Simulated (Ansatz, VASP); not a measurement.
## One calculation of MgS, two programs

Contents of POSCAR:

```
MgS
1.0
    4.0346224068      0.0000000000      0.0000000000
   -2.0173112034      3.4940854990      0.0000000000
    0.0000000000      0.0000000000      6.4322941800
S Mg
2 2
Direct
    0.6666666667      0.3333333333      0.8792441500
    0.3333333333      0.6666666667      0.3792441500
    0.3333333333      0.6666666667      0.9957548500
    0.6666666667      0.3333333333      0.4957548500
```

File INCAR.step1:

```
SYSTEM = MgS
ALGO = Normal ; EDIFF = 1E-4
ENCUT = 520 ; GGA = PE
ISMEAR = -1 ; LASPH = .TRUE.
LCHARG = .FALSE. ; LREAL = .FALSE.
LWAVE = .TRUE. ; NBANDS = 16
NELM = 60 ; PREC = Accurate
SIGMA = 0.05
```

Contents of INCAR.step2:

```
SYSTEM = MgS
ALGO = Normal ; EDIFF = 1E-6
ENCUT = 520 ; ISIF = 2
ISMEAR = -1 ; ISTART = 1
LASPH = .TRUE. ; LCHARG = .FALSE.
LMIXTAU = .TRUE. ; LREAL = .FALSE.
LWAVE = .FALSE. ; METAGGA = R2SCAN
NBANDS = 16 ; NELM = 60
PREC = Accurate ; SIGMA = 0.05
```

File KPOINTS:

```
k-points
0
G
  8 8 4
  0 0 0
```

File input.yaml:

```yaml
crystal:
  lattice:
    - [4.0346224068, 0.0, 0.0]
    - [-2.0173112034, 3.494085499, 0.0]
    - [0.0, 0.0, 6.43229418]
  atoms:
    - { symbol: S, position: [0.6666666667, 0.3333333333, 0.87924415] }
    - { symbol: S, position: [0.3333333333, 0.6666666667, 0.37924415] }
    - { symbol: Mg, position: [0.3333333333, 0.6666666667, 0.99575485] }
    - { symbol: Mg, position: [0.6666666667, 0.3333333333, 0.49575485] }
hamiltonian:
  xc: r2scan
  pseudopotentials: { kind: paw }
kpoints:
  mp_grid: { grid: [8, 8, 4] }
  band_path:
    path:
      - [[0.0, 0.0, 0.0], [0.5, 0.0, 0.0], [0.3333333333, 0.3333333333, 0.0], [0.0, 0.0, 0.0], [0.0, 0.0, 0.5], [0.5, 0.0, 0.5], [0.3333333333, 0.3333333333, 0.5], [0.0, 0.0, 0.5]]
      - [[0.5, 0.0, 0.5], [0.5, 0.0, 0.0]]
      - [[0.3333333333, 0.3333333333, 0.0], [0.3333333333, 0.3333333333, 0.5]]
    npoints: 14
scf:
  occupations: { method: fermi_dirac, width: 0.05 }
  n_extra_bands: 10
output:
  forces: true
  stress: true
  eigenvalues: true
  fatbands: false
```

Alike in both runs: functional r2SCAN; k mesh 8 × 8 × 4; occupations fermi-dirac, width 0.05 eV; no spin polarisation.

```csv
,VASP,Ansatz
version,VASP 6.6.1,Ansatz 0.2.0
potentials or method,"VASP PAW PBE potentials, release 64 (S, Mg)",Ansatz PAW
plane-wave cutoff (eV),520,500
valence electrons in the cell,16,32
task,single point,band structure
```

Ansatz gave:

```
gap on the k mesh at the Fermi level (eV)                     : 4.12
least direct gap on the mesh (eV)                             : 4.12
pressure (GPa)                                                : 0.0
traceless stress, the component that is largest in VASP (GPa) : -0.12
rms of the force components (eV/Å)                            : 0.032
```

Task: Which values does VASP return?

Result: gap on the k mesh at the Fermi level (eV): 4.10; least direct gap on the mesh (eV): 4.10; pressure (GPa): -0.3; traceless stress, the component that is largest in VASP (GPa): -0.10; rms of the force components (eV/Å): 0.033.

VASP's potentials were made for PBE, not for r2SCAN. Atom by atom the forces differ by 0.001 eV/Å (rms over components). With one functional, cell and mesh, what is left measures potentials, basis and numerics. VASP's potentials hold 16 valence electrons a cell and Ansatz's 32, so a difference there can come from the potentials and not from the codes.
